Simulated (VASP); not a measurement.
Sn2Sb3Te:

```
CELL_PARAMETERS angstrom
4.81915 0.00000 0.00000
-2.40958 4.17351 0.00000
0.00000 0.00000 11.00224
ATOMIC_POSITIONS crystal
Sn 0.33333 0.66667 0.32417
Sn 0.66667 0.33333 0.67583
Sb 0.00000 0.00000 0.28923
Sb 0.00000 0.00000 0.71077
Sb 0.00000 0.00000 0.00000
Te 0.00000 0.00000 0.50000
```

The cell was generated, and may not be a known phase.

| Quantity | Value |
| --- | --- |
| Program | VASP 6.6.1 |
| Task | relaxation of cell and atoms |
| Functional | PBE |
| Potentials or basis | VASP PAW PBE potentials, release 64 (Sn_d, Sb, Te) |
| Cutoff | 600 eV |
| k mesh | 4 × 4 × 2 |
| Occupations | gaussian, width 0.2 eV |
| Spin | no spin polarisation |

At the start: pressure 15.1 GPa; volume 36.88 Å³/atom.

Question: How do energy, volume and symmetry change on relaxing?

Answer: Over 18 steps the energy falls by 1116.1 meV/atom and the volume is 36.25 Å³/atom (-1.7 %); space group P-3m1 (No. 164, to 0.1 Å) before and after.

The path:
```tsv
step	energy change (eV)	largest force (eV/Å)	pressure (GPa)	volume (Å³)
1	0.0000	10.5142	15.09	221.29
2	-3.4428	0.0362	-4.96	346.86
3	-5.0985	1.1449	-2.16	280.93
4	-5.1050	1.2082	-1.99	279.12
5	-5.1074	1.3313	-1.66	275.87
6	-5.4221	1.4524	-0.92	260.88
7	-5.8798	1.6498	3.51	219.13
8	-6.0077	1.4668	3.51	217.32
9	-6.3062	0.7973	3.52	211.91
10	-6.3248	1.1645	4.52	201.09
11	-6.4328	0.4437	3.77	206.60
12	-6.6239	0.3054	1.68	213.16
13	-6.6813	0.1176	-0.71	222.84
14	-6.6884	0.1618	-0.21	220.50
15	-6.6885	0.1684	-0.13	220.22
16	-6.6899	0.1546	-0.11	219.94
17	-6.6932	0.1189	-0.06	219.12
18	-6.6965	0.0450	0.03	217.48
```

Final structure:
```yaml
crystal:
  lattice:
    - [4.41127, 0.00000, 0.00000]
    - [-2.20564, 3.82027, 0.00000]
    - [0.00000, 0.00000, 12.90536]
  atoms:
    - { symbol: Sn, position: [0.33333, 0.66667, 0.34023] }
    - { symbol: Sn, position: [0.66667, 0.33333, 0.65977] }
    - { symbol: Sb, position: [0.00000, 0.00000, 0.21845] }
    - { symbol: Sb, position: [0.00000, 0.00000, 0.78155] }
    - { symbol: Sb, position: [0.00000, 0.00000, 0.00000] }
    - { symbol: Te, position: [0.00000, 0.00000, 0.50000] }
```

Caveat: the k points lie up to 0.41 Å⁻¹ apart in the final cell, too coarse for converged energies and pressures of a metal; a cell axis changed by over 15 % at a fixed basis, so the end point is rough; an odd number of electrons without spin polarisation forces a metal; a magnetic or distorted state may lie lower; the relaxation stopped at a loose force limit of 0.08 eV/Å, so its end isn't a converged minimum.
